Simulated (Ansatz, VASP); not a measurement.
## NbC2 in VASP and in Ansatz

```
Nb C
1.0
     4.66838    0.00000    0.00000
     0.00000    4.66838    0.00000
     0.00000    0.00000    4.66838
Nb C
2 4
Cartesian
  0.0000 0.0000 0.0000
  2.3342 2.3342 2.3342
  3.5013 3.5013 3.5013
  1.1671 1.1671 3.5013
  1.1671 3.5013 1.1671
  3.5013 1.1671 1.1671
```

Alike in both runs: task relaxation of cell and atoms; functional PBE; k mesh 8 × 8 × 8; occupations gaussian, width 0.1 eV; no spin polarisation.

```csv
,VASP,Ansatz
version,VASP 6.6.1,Ansatz 0.2.0
potentials or method,"VASP PAW PBE potentials, release 64 (Nb_sv, C), cutoff 600 eV","scalar-relativistic, plane waves, PAW"
valence electrons in the cell,42,42
```

```csv
,VASP,Ansatz,Ansatz less VASP
"gap on the k mesh at the Fermi level, each at its own relaxed structure (eV)",none,none,-
relaxed volume (Å³/atom),16.91,16.96,+0.045
relaxed length of the cell vector where the two differ most in proportion (Å),4.664,4.668,+0.0041
```

A gap of «none» marks a metal or a gap that the smearing closes.
